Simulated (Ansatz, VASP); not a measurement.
**Two plane-wave programs on HfN**

```
CELL_PARAMETERS angstrom
3.13344 0.00000 0.00000
-1.56672 2.71364 0.00000
0.00000 0.00000 5.44476
ATOMIC_POSITIONS crystal
Hf 0.66667 0.33333 0.75000
Hf 0.33333 0.66667 0.25000
N 0.00000 0.00000 0.00000
N 0.00000 0.00000 0.50000
```

Alike in both runs: functional BLYP; dispersion D3(BJ); k mesh 9 × 9 × 5; no spin polarisation.

Ansatz relaxed the structure, and its values are those at the end. VASP's run is a single point on that final structure, the one shown.

```csv
,VASP,Ansatz
version,VASP 6.6.1,Ansatz 0.2.0
potentials or method,"VASP PAW PBE potentials, release 64 (Hf_pv, N)","plane waves, PAW"
plane-wave cutoff (eV),520,420
occupations,"fermi-dirac, width 0.1 eV",fermi-dirac
valence electrons in the cell,30,62
```

VASP gave:

| Property | Result |
| --- | --- |
| pressure (GPa) | -1.4 |

Q: Which values does Ansatz return?

A: Pressure (GPa): 0.0.

VASP's potentials were made for PBE, not for BLYP. VASP's potentials hold 30 valence electrons a cell and Ansatz's 62, so a difference there can come from the potentials and not from the codes. Ansatz's warnings: stress scf threshold loose.

Neither program's run includes spin-orbit coupling.
